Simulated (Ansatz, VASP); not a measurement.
One calculation of SiO2, two programs

```
Si O
1.0
     3.98693    0.00000    0.00000
     0.00000    5.98731    0.00000
     0.00000    0.00000    3.58502
Si O
2 4
Direct
  0.00000 0.50000 0.50000
  0.50000 0.00000 0.50000
  0.18995 0.47805 0.00000
  0.81005 0.52195 0.00000
  0.31005 0.97805 0.00000
  0.68995 0.02195 0.00000
```

Alike in both runs: functional PBE; k mesh 6 × 4 × 4; occupations gaussian, width 0.1 eV; no spin polarisation.

Ansatz relaxed the structure, and its values are those at the end. VASP's run is a single point on that final structure, the one shown.

```csv
,VASP,Ansatz
version,VASP 6.6.1,Ansatz 0.2.0
potentials or method,"VASP PAW PBE potentials, release 64 (Si, O_h), cutoff 910 eV","scalar-relativistic, plane waves, PAW"
valence electrons in the cell,32,32
```

|  | VASP | Ansatz | Ansatz less VASP |
| --- | --- | --- | --- |
| gap on the k mesh at the Fermi level (eV) | none | none | - |
| rms of the force components (eV/Å) | 0.024 | 0.003 | -0.0215 |

A gap of «none» marks a metal or a gap that the smearing closes.

The k mesh is coarse, so the values compare programs but aren't converged. Noted on VASP's run: the cutoff is short for stress, so the pressure is rough.
